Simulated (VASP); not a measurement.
The system is V.

```
V
1.0
     0.00000    1.93158    1.93158
     1.93158    0.00000    1.93158
     1.93158    1.93158    0.00000
V
1
Direct
  0.00000 0.00000 0.00000
```

* Program: VASP 6.6.1
* Task: relaxation of cell and atoms
* Functional: PBE
* Potentials or basis: VASP PAW PBE potentials, release 64 (V_sv)
* Cutoff: 500 eV
* k mesh: 8 × 8 × 8
* Occupations: fermi-dirac, width 0.1 eV
* Spin: no spin polarisation
* Hubbard terms: V d U = 6.0 eV

At the start: pressure 9.0 GPa; volume 14.41 Å³/atom.

Where does the relaxation end?

Over 4 steps the energy falls by 19.2 meV/atom and the volume is 15.12 Å³/atom (+4.9 %); space group Fm-3m (No. 225, to 0.05 Å).

Step by step:
| step | energy change (eV) | largest force (eV/Å) | pressure (GPa) | volume (Å³) |
| --- | --- | --- | --- | --- |
| 1 | 0.0000 | 0.0000 | 8.99 | 14.41 |
| 2 | 0.0152 | 0.0000 | -9.99 | 16.17 |
| 3 | -0.0192 | 0.0000 | -0.14 | 15.14 |
| 4 | -0.0192 | 0.0000 | 0.04 | 15.12 |

Final structure:
```
CELL_PARAMETERS angstrom
0.00000 1.96268 1.96268
1.96268 0.00000 1.96268
1.96268 1.96268 0.00000
ATOMIC_POSITIONS crystal
V 0.00000 0.00000 0.00000
```

Caveat: U without spin polarisation on a metal has little footing; the U is typed as a test and isn't derived for this compound.
